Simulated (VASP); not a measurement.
A run of VASP 6.6.1 is set up as follows.

INCAR

```
PREC = Accurate
ENCUT = 520
EDIFF = 1E-6
ISMEAR = 0
SIGMA = 0.05
LREAL = False
LASPH = True
NELM = 60
ALGO = Normal
ISIF = 2
LWAVE = False
LCHARG = False
LDIPOL = True
IDIPOL = 3
DIPOL = 0.5 0.5 0.402
GGA = PE
IVDW = 12
NBANDS = 35
```

Contents of KPOINTS:

```
Automatic mesh
0
Gamma
  9 9 1
```

File POSCAR:

```
WS2
1.0
    3.1595457497      0.0000000000      0.0000000000
   -1.5797728749      2.7362468836      0.0000000000
    0.0000000000      0.0000000000     23.8042575719
S W
4 2
Direct
    0.3333333333      0.6666666667      0.1890418126
    0.3333333333      0.6666666667      0.3214605103
    0.3333333333      1.0000000000      0.4827761904
    0.3333333333      1.0000000000      0.6151948880
    0.6666666667      0.3333333333      0.2552511581
    0.0000000000      1.3333333333      0.5489855359
```

Potentials or basis: VASP PAW PBE potentials, release 64 (S, W_sv).

Command:

```console
$ cat potpaw_PBE.64/S/POTCAR potpaw_PBE.64/W_sv/POTCAR > POTCAR
$ mpirun -np 1 vasp_std > vasp.out
```

What does it give for the dispersion energy per atom?

-0.342 eV.

What does it give for the band gap on the k mesh?

1.86 eV (least direct gap 1.92 eV).

What does it give for the largest force?

0.065 eV/Å.

Forces on the atoms (eV/Å):
```
S    0.000  0.000  0.003
S    0.002 -0.005  0.064
S   -0.002  0.005 -0.064
S    0.000  0.000 -0.003
W    0.000 -0.003  0.038
W    0.000  0.003 -0.038
```

Caveat: the cell differs from its parent crystal (layers slid over each other); spin-orbit coupling is left out, which moves the levels of the heavy elements.
